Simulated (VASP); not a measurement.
# GaAs (mix) (F-43m) in VASP: a series of runs

Runs on GaAs (mix). Level: PBE. Tasks: single point.

Program: VASP 6.6.1. These are calculated values, not measurements. Logs are shortened: lines on timing, memory, paths and dates and some standing lists are left out, and cuts for length are marked.

**What was measured.**

From “Evidence of valence band perturbations in GaAsN/GaAs(001): A combined variable-angle spectroscopic ellipsometry and modulated photoreflectance investigation”, 2008, arxiv:0805.2212, for a bulk crystal of GaAs at 300 K: band gap 1.412 ± 0.01 eV (direct).

The runs below are set against these values where they give the same quantity.

### Step 1. The cell of the first run

The structure is cubic, space group F-43m (No. 216). Conventional cell: a = 5.745 Å, b = 5.745 Å, c = 5.745 Å, α = 90.00°, β = 90.00°, γ = 90.00°. Within 3.3 Å of Ga (site symmetry -43m) lie 4 As at 2.49 Å. Within 3.3 Å of As (site symmetry -43m) lie 4 Ga at 2.49 Å.

### Step 2. Single point, PBE

File INCAR:

```
SYSTEM = GaAs
PREC = Accurate
ENCUT = 500
EDIFF = 1E-6
ISMEAR = 0
SIGMA = 0.01
LREAL = .FALSE.
LASPH = .TRUE.
NELM = 120
ALGO = Normal
ISIF = 2
LWAVE = .FALSE.
LCHARG = .TRUE.
GGA = PE
LELF = .TRUE.
LVHAR = .TRUE.
NBANDS = 16
GGA_COMPAT = .FALSE.
```

File KPOINTS:

```
Automatic mesh
0
G
  10 10 10
  0 0 0
```

File POSCAR:

```
GaAs
1.0
    0.0000000000      2.8726908275      2.8726908275
    2.8726908275      0.0000000000      2.8726908275
    2.8726908275      2.8726908275      0.0000000000
Ga As
1 1
Direct
    0.0000000000      0.0000000000      0.0000000000
    0.2500000000      0.2500000000      0.2500000000
```

Potentials or basis: VASP PAW PBE potentials, release 64 (Ga_d, As).

On the command line:

```console
$ cat potpaw_PBE.64/Ga_d/POTCAR potpaw_PBE.64/As/POTCAR > POTCAR
$ mpirun -np 1 vasp_std > vasp.out
```

OUTCAR:

```text
SYSTEM = GaAs
   PREC = Accurate
   ENCUT = 500
   EDIFF = 1E-6
   ISMEAR = 0
   LREAL = .FALSE.
   LASPH = .TRUE.
   NELM = 120
   ISIF = 2
   GGA = PE

 ion  position               nearest neighbor table
   1  0.000  0.000  0.000-   2 2.49   2 2.49   2 2.49   2 2.49
   2  0.250  0.250  0.250-   1 2.49   1 2.49   1 2.49   1 2.49

  LATTYP: Found a face centered cubic cell.
 ALAT       =     5.7453816550

  Lattice vectors:

 A1 = (   0.0000000000,   2.8726908275,   2.8726908275)
 A2 = (   2.8726908275,   0.0000000000,   2.8726908275)
 A3 = (   2.8726908275,   2.8726908275,   0.0000000000)

Analysis of symmetry for initial positions (statically):
=====================================================================
 Subroutine PRICEL returns:
 Original cell was already a primitive cell.

 Routine SETGRP: Setting up the symmetry group for a
 face centered cubic supercell.

 Subroutine GETGRP returns: Found 24 space group operations
 (whereof 24 operations were pure point group operations)
 out of a pool of 48 trial point group operations.

The static configuration has the point symmetry T_d .

Analysis of symmetry for dynamics (positions and initial velocities):
=====================================================================
 Subroutine PRICEL returns:
 Original cell was already a primitive cell.

 Routine SETGRP: Setting up the symmetry group for a
 face centered cubic supercell.

 Subroutine GETGRP returns: Found 24 space group operations
 (whereof 24 operations were pure point group operations)
 out of a pool of 48 trial point group operations.

The dynamic configuration has the point symmetry T_d .

 Subroutine INISYM returns: Found 24 space group operations
 (whereof 24 operations are pure point group operations),
 and found     1 'primitive' translations

----------------------------------------------------------------------------------------

                                     Primitive cell

  volume of cell :      47.4129

  direct lattice vectors                    reciprocal lattice vectors
     0.000000000  2.872690828  2.872690828    -0.174052841  0.174052841  0.174052841
     2.872690828  0.000000000  2.872690828     0.174052841 -0.174052841  0.174052841
     2.872690828  2.872690828  0.000000000     0.174052841  0.174052841 -0.174052841

  length of vectors
     4.062598329  4.062598329  4.062598329     0.301468364  0.301468364  0.301468364

  position of ions in fractional coordinates (direct lattice)
[... 79 lines left out ...]
   EDIFF  = 0.1E-05   stopping-criterion for ELM
   LREAL  =      F    real-space projection
   EDIFFG = 0.1E-04   stopping-criterion for IOM
   NSW    =      0    number of steps for IOM
   IBRION =     -1    ionic relax: 0-MD 1-quasi-New 2-CG
   NFREE  =      0    steps in history (QN), initial steepest desc. (CG)
   ISIF   =      2    stress and relaxation
   ISYM   =      2    0-nonsym 1-usesym 2-fastsym
   POTIM  = 0.5000    time-step for ionic-motion
   TEBEG  =    0.0;   TEEND  =   0.0 temperature during run
   PSTRESS=    0.0 pullay stress
   NELECT =      18.0000    total number of electrons
   NUPDOWN=      -1.0000    fix difference up-down
   EMIN   =  10.00;   EMAX   =-10.00  energy-range for DOS
   EFERMI =   0.00;   METHOD = LEGACY
   ISMEAR =     0;   SIGMA  =   0.01  broadening in eV -4-tet -1-fermi 0-gaus
   EFERMI_NEDOS =   21; number of points for ismear=-14 and -15
   IALGO  =     38    algorithm
   IMIX   =      4    mixing-type and parameters
     AMIX     =   0.40;   BMIX     =  1.00
     AMIX_MAG =   1.60;   BMIX_MAG =  1.00
  volume/ion in A,a.u.               =      23.71       159.98
  Fermi-wavevector in a.u.,A,eV,Ry     =   1.185405  2.240091 19.118705  1.405185
  Thomas-Fermi vector in A             =   2.321599
   LORBIT       =      0    0 simple, 1 ext, 2 COOP (PROOUT), +10 PAW based schemes
   GGA     = PE    functional components
   LHFCALC =     F    Hartree Fock is set to
   AEXX    =    0.0000 exact exchange contribution
   IVDW    =     0    specifies the selected vdW correction
   LEPSILON=     F    determine dielectric tensor
   LRPA    =     F    only Hartree local field effects (RPA)
 non-spin polarized calculation
 Gauss-broadening in eV      SIGMA  =   0.01
  energy-cutoff  :      500.00
  volume of cell :       47.41
 maximum number of plane-waves:      1243
 NGX is ok and might be reduce to    30
   NGX = 15   NGY = 15   NGZ = 15

 number of electron      17.9999987 magnetization

 Free energy of the ion-electron system (eV)
  ---------------------------------------------------
  ext. energy  EPLUGINS =         0.00000000
  ---------------------------------------------------
  free energy    TOTEN  =        -8.27513438 eV

  energy without entropy =       -8.27513438  energy(sigma->0) =       -8.27513438

 E-fermi :   3.5604     XC(G=0):  -9.3728

 val. band max:        3.4895445971   @ k =   0.0000   0.0000   0.0000
 cond. band min:       3.6526299418   @ k =   0.0000   0.0000   0.0000
 fundamental gap:      0.1630853447
 Fermi energy:         3.5603739744

 k-point     1 :       0.0000    0.0000    0.0000
  band No.  band energies     occupation
      1     -11.2372      2.00000
      2     -11.2372      2.00000
      3     -11.2372      2.00000
      4     -11.1692      2.00000
      5     -11.1692      2.00000
      6      -8.9001      2.00000
[... 433 lines left out ...]
      3     -11.2055      2.00000
      4     -11.1835      2.00000
      5     -11.1610      2.00000
      6      -7.2927      2.00000
[... 8 lines left out ...]
     15      15.5548      0.00000
     16      15.9850      0.00000

 [... further k-points ...]

------------------------ aborting loop because EDIFF is reached ----------------------------------------

  FORCE on cell =-STRESS in cart. coord.  units (eV):
  Direction    XX          YY          ZZ          XY          YZ          ZX
  --------------------------------------------------------------------------------------
  -------------------------------------------------------------------------------------
  Total        0.0409765      0.0409765      0.0409765      0.0000000      0.0000000      0.0000000
  in kB        1.3846768      1.3846768      1.3846768      0.0000000      0.0000000      0.0000000
  external PRESSURE =       1.3846768 kB  Pullay stress =       0.0000000 kB

 VOLUME and BASIS-vectors are now :
 -----------------------------------------------------------------------------
  energy-cutoff  :      500.00
  volume of cell :       47.41
      direct lattice vectors                 reciprocal lattice vectors
     0.000000000  2.872690828  2.872690828    -0.174052841  0.174052841  0.174052841
     2.872690828  0.000000000  2.872690828     0.174052841 -0.174052841  0.174052841
     2.872690828  2.872690828  0.000000000     0.174052841  0.174052841 -0.174052841

 POSITION                                       TOTAL-FORCE (eV/Angst)
 -----------------------------------------------------------------------------------
      0.00000      0.00000      0.00000        -0.000000      0.000000      0.000000
      1.43635      1.43635      1.43635         0.000000     -0.000000     -0.000000
 -----------------------------------------------------------------------------------
    total drift:                                0.000000      0.000000      0.000000

  FREE ENERGIE OF THE ION-ELECTRON SYSTEM (eV)
  ---------------------------------------------------
  free  energy   TOTEN  =        -8.2751343785 eV

  energy  without entropy=       -8.2751343785  energy(sigma->0) =       -8.27513438
```

Wall time 46 s (1 thread of AMD EPYC 7R43 (Zen 3), shared host); peak memory 0.15 GiB.

What came out:

| Quantity | Value |
| --- | --- |
| Free energy | -8.2751 eV |
| Pressure | 0.1 GPa |
| Band gap on the k mesh | 0.16 eV, direct |

### Step 3. Single point, PBE (volume scaled by 0.91)

File INCAR:

```
SYSTEM = GaAs
PREC = Accurate
ENCUT = 500
EDIFF = 1E-6
ISMEAR = 0
SIGMA = 0.02
LREAL = .FALSE.
LASPH = .TRUE.
NELM = 120
ALGO = Normal
ISIF = 2
LWAVE = .FALSE.
LCHARG = .FALSE.
GGA = PE
NBANDS = 16
GGA_COMPAT = .FALSE.
```

File KPOINTS:

```
regular mesh
0
G
  12 12 12
  0 0 0
```

File POSCAR:

```
GaAs
1.0
    0.0000000000      2.7837871030      2.7837871030
    2.7837871030      0.0000000000      2.7837871030
    2.7837871030      2.7837871030      0.0000000000
Ga As
1 1
Direct
    0.0000000000      0.0000000000      0.0000000000
    0.2500000000      0.2500000000      0.2500000000
```

Potentials or basis: VASP PAW PBE potentials, release 64 (Ga_d, As).

On the command line:

```console
$ cat potpaw_PBE.64/Ga_d/POTCAR potpaw_PBE.64/As/POTCAR > POTCAR
$ mpirun -np 1 vasp_std > vasp.out
```

It took 64 s on 1 thread of AMD EPYC 7R43 (Zen 3), shared host; peak memory 0.16 GiB.

It converged, with:

```yaml
Free_energy: -8.1836 eV
Pressure: 7.4 GPa
Band_gap_on_the_k_mesh: 0.87 eV, direct
```

Levels at points of the mesh, in eV from the valence-band top:
| k point | band 5 | band 6 | band 7 | band 8 | band 9 | band 10 | band 11 | band 12 | band 13 | band 14 |
| --- | --- | --- | --- | --- | --- | --- | --- | --- | --- | --- |
| (0.00, 0.00, 0.00) | -14.81 | -13.07 | 0.00 | 0.00 | 0.00 | 0.87 | 3.74 | 3.74 | 3.74 | 7.73 |
| (0.50, 0.00, 0.00) | -14.80 | -11.15 | -6.90 | -1.21 | -1.21 | 1.13 | 4.65 | 4.65 | 7.79 | 10.76 |
| (0.50, 0.50, 0.00) | -14.79 | -10.35 | -7.04 | -2.84 | -2.84 | 1.37 | 1.62 | 10.54 | 10.54 | 11.41 |

### Step 4. Single point, PBE (volume scaled by 0.94)

File INCAR:

```
ALGO = Normal ; EDIFF = 1E-6
ENCUT = 500 ; GGA = PE
GGA_COMPAT = False ; ISIF = 2
ISMEAR = 0 ; LASPH = True
LCHARG = False ; LREAL = False
LWAVE = False ; NBANDS = 16
NELM = 120 ; PREC = Accurate
SIGMA = 0.02
```

File KPOINTS:

```
k-points
0
Gamma
  12 12 12
```

File POSCAR:

```
GaAs
1.0
    0.0000000000      2.8140480292      2.8140480292
    2.8140480292      0.0000000000      2.8140480292
    2.8140480292      2.8140480292      0.0000000000
Ga As
1 1
Direct
    0.0000000000      0.0000000000      0.0000000000
    0.2500000000      0.2500000000      0.2500000000
```

On the command line:

```console
$ cat potpaw_PBE.64/Ga_d/POTCAR potpaw_PBE.64/As/POTCAR > POTCAR
$ mpirun -np 1 vasp_std > vasp.out
```

Run time: 66 s. Hardware: 1 thread of AMD EPYC 7R43 (Zen 3), shared host; peak memory 0.17 GiB.

Results (log left out):

```
Free energy            : -8.2363 eV
Pressure               : 4.5 GPa
Band gap on the k mesh : 0.62 eV, direct
```

Levels at points of the mesh, in eV from the valence-band top:
```tsv
k point	band 5	band 6	band 7	band 8	band 9	band 10	band 11	band 12	band 13	band 14
(0.00, 0.00, 0.00)	-14.75	-12.82	0.00	0.00	0.00	0.62	3.73	3.73	3.73	7.63
(0.50, 0.00, 0.00)	-14.74	-11.02	-6.71	-1.16	-1.16	1.04	4.64	4.64	7.77	10.50
(0.50, 0.50, 0.00)	-14.73	-10.26	-6.88	-2.73	-2.73	1.44	1.65	10.28	10.28	11.10
```

### Step 5. Single point, PBE (volume scaled by 0.97)

File INCAR:

```
PREC     = Accurate       # precision mode
ENCUT    = 500            # plane-wave cutoff, eV
EDIFF    = 1E-6           # SCF threshold, eV
ISMEAR   = 0              # smearing method
SIGMA    = 0.02           # smearing width, eV
LREAL    = False          # projectors in reciprocal space
LASPH    = True           # aspherical terms in the spheres
NELM     = 120            # most SCF steps
ALGO     = Normal         # electronic algorithm
ISIF     = 2              # what is computed and relaxed
LWAVE    = False          # write WAVECAR
LCHARG   = False          # write CHGCAR
GGA      = PE             # functional
NBANDS   = 16             # bands
GGA_COMPAT= False
```

File KPOINTS:

```
regular mesh
0
Gamma
  12 12 12
```

File POSCAR:

```
GaAs
1.0
    0.0000000000      2.8436717644      2.8436717644
    2.8436717644      0.0000000000      2.8436717644
    2.8436717644      2.8436717644      0.0000000000
Ga As
1 1
Direct
    0.0000000000      0.0000000000      0.0000000000
    0.2500000000      0.2500000000      0.2500000000
```

Potentials or basis: VASP PAW PBE potentials, release 64 (Ga_d, As).

On the command line:

```console
$ cat potpaw_PBE.64/Ga_d/POTCAR potpaw_PBE.64/As/POTCAR > POTCAR
$ mpirun -np 1 vasp_std > vasp.out
```

OUTCAR:

```text
PREC = Accurate
   ENCUT = 500
   EDIFF = 1E-6
   ISMEAR = 0
   LREAL = False
   LASPH = True
   NELM = 120
   ISIF = 2
   GGA = PE

 ion  position               nearest neighbor table
   1  0.000  0.000  0.000-   2 2.46   2 2.46   2 2.46   2 2.46
   2  0.250  0.250  0.250-   1 2.46   1 2.46   1 2.46   1 2.46

  LATTYP: Found a face centered cubic cell.
 ALAT       =     5.6873435288

  Lattice vectors:

 A1 = (   0.0000000000,   2.8436717644,   2.8436717644)
[... 642 lines left out ...]

------------------------ aborting loop because EDIFF is reached ----------------------------------------

  FORCE on cell =-STRESS in cart. coord.  units (eV):
  Direction    XX          YY          ZZ          XY          YZ          ZX
  --------------------------------------------------------------------------------------
  -------------------------------------------------------------------------------------
  Total        0.6187372      0.6187372      0.6187372      0.0000000      0.0000000      0.0000000
  in kB       21.5550180     21.5550180     21.5550180      0.0000000      0.0000000      0.0000000
  external PRESSURE =      21.5550180 kB  Pullay stress =       0.0000000 kB

 VOLUME and BASIS-vectors are now :
 -----------------------------------------------------------------------------
  energy-cutoff  :      500.00
  volume of cell :       45.99
      direct lattice vectors                 reciprocal lattice vectors
     0.000000000  2.843671764  2.843671764    -0.175829013  0.175829013  0.175829013
     2.843671764  0.000000000  2.843671764     0.175829013 -0.175829013  0.175829013
     2.843671764  2.843671764  0.000000000     0.175829013  0.175829013 -0.175829013

 POSITION                                       TOTAL-FORCE (eV/Angst)
 -----------------------------------------------------------------------------------
      0.00000      0.00000      0.00000         0.000000      0.000000      0.000000
      1.42184      1.42184      1.42184        -0.000000     -0.000000     -0.000000
 -----------------------------------------------------------------------------------
    total drift:                                0.000000      0.000000      0.000000

  FREE ENERGIE OF THE ION-ELECTRON SYSTEM (eV)
  ---------------------------------------------------
  free  energy   TOTEN  =        -8.2659695814 eV

  energy  without entropy=       -8.2659695814  energy(sigma->0) =       -8.26596958
```

OSZICAR:

```text
N       E                     dE             d eps       ncg     rms          rms(c)
DAV:   1     0.830339587376E+02    0.83034E+02   -0.87528E+03  2368   0.151E+03
DAV:   2    -0.185709724653E+01   -0.84891E+02   -0.80737E+02  2688   0.309E+02
DAV:   3    -0.831999818418E+01   -0.64629E+01   -0.64442E+01  2704   0.658E+01
DAV:   4    -0.842013679987E+01   -0.10014E+00   -0.10012E+00  2920   0.914E+00
DAV:   5    -0.842156096915E+01   -0.14242E-02   -0.14242E-02  2808   0.978E-01    0.285E+00
DAV:   6    -0.828321333578E+01    0.13835E+00   -0.21042E-01  3584   0.775E+00    0.171E+00
DAV:   7    -0.826461684400E+01    0.18596E-01   -0.61042E-02  2816   0.175E+00    0.558E-01
DAV:   8    -0.826545613521E+01   -0.83929E-03   -0.10036E-02  2832   0.112E+00    0.103E-01
DAV:   9    -0.826585239368E+01   -0.39626E-03   -0.92710E-04  2808   0.360E-01    0.511E-02
DAV:  10    -0.826591822611E+01   -0.65832E-04   -0.70072E-05  3192   0.833E-02    0.277E-02
DAV:  11    -0.826596926478E+01   -0.51039E-04   -0.72037E-05  2552   0.625E-02    0.321E-03
DAV:  12    -0.826596958142E+01   -0.31664E-06   -0.10863E-06  2480   0.147E-02
   1 F= -.82659696E+01 E0= -.82659696E+01  d E =-.829560E-34
```

It took 81 s on 1 thread of AMD EPYC 7R43 (Zen 3), shared host; peak memory 0.16 GiB.

What came out:

```
Free energy            : -8.2660 eV
Pressure               : 2.2 GPa
Band gap on the k mesh : 0.39 eV, direct
```

### Step 6. Overview

| cell | k mesh | smearing | gap on the mesh (eV) | pressure (GPa) |
| --- | --- | --- | --- | --- |
| a = 4.063 Å, angles 60.0°, 2 atoms | 10 × 10 × 10 | gaussian 0.01 eV | 0.16 | 0.1 |
| a = 3.937 Å, angles 60.0°, 2 atoms | 12 × 12 × 12 | gaussian 0.02 eV | 0.87 | 7.4 |
| a = 3.980 Å, angles 60.0°, 2 atoms | 12 × 12 × 12 | gaussian 0.02 eV | 0.62 | 4.5 |
| a = 4.022 Å, angles 60.0°, 2 atoms | 12 × 12 × 12 | gaussian 0.02 eV | 0.39 | 2.2 |

Alike in all rows: task single point; level PBE; potentials or basis VASP PAW PBE potentials, release 64 (Ga_d, As); no spin polarisation; cutoff (eV) 500.

Absolute energies hang on the potentials; compare differences alone.

### Step 7. Against experiment

Step 2. Against the measured gap of GaAs, 1.412 eV (direct; 300 K; “Evidence of valence band perturbations in GaAsN/GaAs(001): A combined variable-angle spectroscopic ellipsometry and modulated photoreflectance investigation”, 2008, arxiv:0805.2212), the calculated 0.16 eV is off by -1.25 eV. So large a miss can be the level of theory's own, or it may mean another phase, state or a wrong row. 3 values of this kind are on record (1.412 to 1.51 eV); this one was drawn at random among those near their median, those with a stated uncertainty first. Spin-orbit coupling on As, Ga is left out. The value is that of PBE, without temperature or zero-point motion. Semilocal functionals fall short of measured gaps as a rule.
